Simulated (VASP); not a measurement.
Crystal: SnSe.

```
Sn Se
1.0
     0.00000    2.91205    3.02532
     2.91205    0.00000    3.02532
     2.91205    2.91205    0.00000
Sn Se
1 1
Direct
  0.00000 0.00000 0.00000
  0.50000 0.50000 0.50000
```

This cell differs from its parent crystal: epitaxial xy strain -3.0%.

Base run:

```yaml
Program: VASP 6.6.1
Functional: r2SCAN
Potentials_or_basis: VASP PAW PBE potentials, release 64 (Sn_d, Se)
Cutoff: 550 eV
k_mesh: 8 × 8 × 8
Occupations: fermi-dirac, width 0.02 eV
Spin: no spin polarisation
```

Its results: band gap on the k mesh 0.70 eV, indirect (least direct gap 0.80 eV); pressure 3.8 GPa.

The run is repeated on the same cell with these changes: functional from r2SCAN to PBE; cutoff from 550 eV to 500 eV. What comes out?

Band gap on the k mesh 0.72 eV, indirect (least direct gap 0.77 eV); pressure 4.8 GPa.

Caveats: spin-orbit coupling is left out, which moves the levels of the heavy elements; the PAW data sets were made with another functional, which shifts forces and pressure a little (some runs).

A k mesh can miss the band edges.
